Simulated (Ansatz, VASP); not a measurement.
**One calculation of As, two programs**

Contents of INCAR:

```
ALGO = Normal
DIPOL = 0.5 0.5 0.500
EDIFF = 1E-7
ENCUT = 520
GGA = PE
IDIPOL = 3
ISIF = 2
ISMEAR = 0
LASPH = T
LCHARG = T
LDIPOL = T
LELF = T
LREAL = F
LVACPOTAV = T
LVHAR = T
LWAVE = F
NBANDS = 12
NELM = 60
PREC = Accurate
SIGMA = 0.02
```

File KPOINTS:

```
k-points
0
Gamma
  9 9 1
```

Contents of POSCAR:

```
As
1.0
    3.5550000000      0.0000000000      0.0000000000
   -1.7775000000      3.0787203105      0.0000000000
    0.0000000000      0.0000000000     28.0000000000
As
2
Direct
    0.3333333333      0.6666666667      0.5106428571
    0.6666666667      0.3333333333      0.4893571429
```

Input for Ansatz:

```yaml
crystal:
  lattice:
    - [3.555, 0.0, 0.0]
    - [-1.7775, 3.0787203105, 0.0]
    - [0.0, 0.0, 28.0]
  atoms:
    - { symbol: As, position: [0.3333333333, 0.6666666667, 0.5106428571] }
    - { symbol: As, position: [0.6666666667, 0.3333333333, 0.4893571429] }
  periodic: [true, true, false]
basis:
  ecutwfc: 420
kpoints:
  mp_grid: { grid: [9, 9, 1] }
hamiltonian:
  xc: pbe
scf:
  occupations: { method: gaussian, width: 0.02 }
output:
  forces: true
  stress: true
  eigenvalues: true
```

Alike in both runs: task single point; functional PBE; k mesh 9 × 9 × 1; occupations gaussian, width 0.02 eV; no spin polarisation.

|  | VASP | Ansatz |
| --- | --- | --- |
| version | VASP 6.6.1 | Ansatz 0.2.0 |
| potentials or method | VASP PAW PBE potentials, release 64 (As), cutoff 520 eV | scalar-relativistic, plane waves, PAW |
| valence electrons in the cell | 10 | 30 |

|  | VASP | Ansatz | Ansatz less VASP |
| --- | --- | --- | --- |
| gap on the k mesh at the Fermi level (eV) | none | none | - |
| rms of the force components (eV/Å) | 3.170 | 3.125 | -0.0443 |
| work function, face that differs most (eV) | 3.93 | 3.94 | +0.013 |

Atom by atom the forces differ by 0.044 eV/Å (rms over components). A gap of «none» marks a metal or a gap that the smearing closes. VASP's potentials hold 10 valence electrons a cell and Ansatz's 30, so a difference there can come from the potentials and not from the codes.
